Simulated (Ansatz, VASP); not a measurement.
**BiTe in VASP and in Ansatz**

File INCAR:

```
ALGO     = Normal         # electronic algorithm
EDIFF    = 1E-6           # SCF threshold, eV
ENCUT    = 500            # plane-wave cutoff, eV
GGA      = PE             # functional
GGA_COMPAT= False        
ISIF     = 2              # what is computed and relaxed
ISMEAR   = -1             # smearing method
LASPH    = True           # aspherical terms in the spheres
LCHARG   = False          # write CHGCAR
LREAL    = False          # projectors in reciprocal space
LWAVE    = False          # write WAVECAR
NBANDS   = 18             # bands
NELM     = 120            # most SCF steps
PREC     = Accurate       # precision mode
SIGMA    = 0.05           # smearing width, eV
```

Contents of KPOINTS:

```
k-points
0
Gamma
  6 6 6
```

Contents of POSCAR:

```
BiTe
1.0
    0.0000000000      3.2673500000      3.2350000000
    3.2673500000      0.0000000000      3.2350000000
    3.2673500000      3.2673500000      0.0000000000
Bi Te
1 1
Direct
    0.0000000000      0.0000000000      0.0000000000
    0.5000000000      0.5000000000      0.5000000000
```

File input.yaml:

```yaml
crystal:
  lattice:
    - [0.0, 3.26735, 3.235]
    - [3.26735, 0.0, 3.235]
    - [3.26735, 3.26735, 0.0]
  atoms:
    - { symbol: Bi, position: [0.0, 0.0, 0.0] }
    - { symbol: Te, position: [0.5, 0.5, 0.5] }
hamiltonian:
  xc: pbe
  pseudopotentials: { kind: paw }
kpoints:
  mp_grid: { grid: [6, 6, 6] }
  band_path:
    path:
      - [[0.0, 0.0, 0.0], [0.0, 0.5, 0.5], [0.255025, 0.5, 0.755025], [0.3775125, 0.3775125, 0.755025], [0.0, 0.0, 0.0], [-0.5, -0.5, 0.0], [-0.3775125, -0.3775125, 0.244975], [0.0, 0.0, 0.5], [-0.25, 0.25, 0.5], [-0.5, -0.255025, 0.244975], [-0.5, -0.5, 0.0]]
      - [[0.0, 0.5, 0.5], [-0.25, 0.25, 0.5]]
    npoints: 14
scf:
  occupations: { method: fermi_dirac, width: 0.05 }
  n_extra_bands: 6
output:
  forces: true
  stress: true
  eigenvalues: true
  fatbands: true
```

Alike in both runs: functional PBE; k mesh 6 × 6 × 6; occupations fermi-dirac, width 0.05 eV; no spin polarisation.

```csv
,VASP,Ansatz
version,VASP 6.6.1,Ansatz 0.2.0
potentials or method,"VASP PAW PBE potentials, release 64 (Bi_d, Te)",Ansatz PAW
plane-wave cutoff (eV),500,420
valence electrons in the cell,21,31
task,single point,band structure
```

Ansatz gave:

```
gap on the k mesh at the Fermi level (eV)                     : none
pressure (GPa)                                                : 0.0
traceless stress, the component that is largest in VASP (GPa) : 0.23
```

Problem. What did VASP give for the same quantities?

Solution. gap on the k mesh at the Fermi level (eV): none; pressure (GPa): -0.1; traceless stress, the component that is largest in VASP (GPa): 0.23.

A gap of «none» marks a metal or a gap that the smearing closes. VASP's potentials hold 21 valence electrons a cell and Ansatz's 31, so a difference there can come from the potentials and not from the codes.

Neither program's run includes spin-orbit coupling.
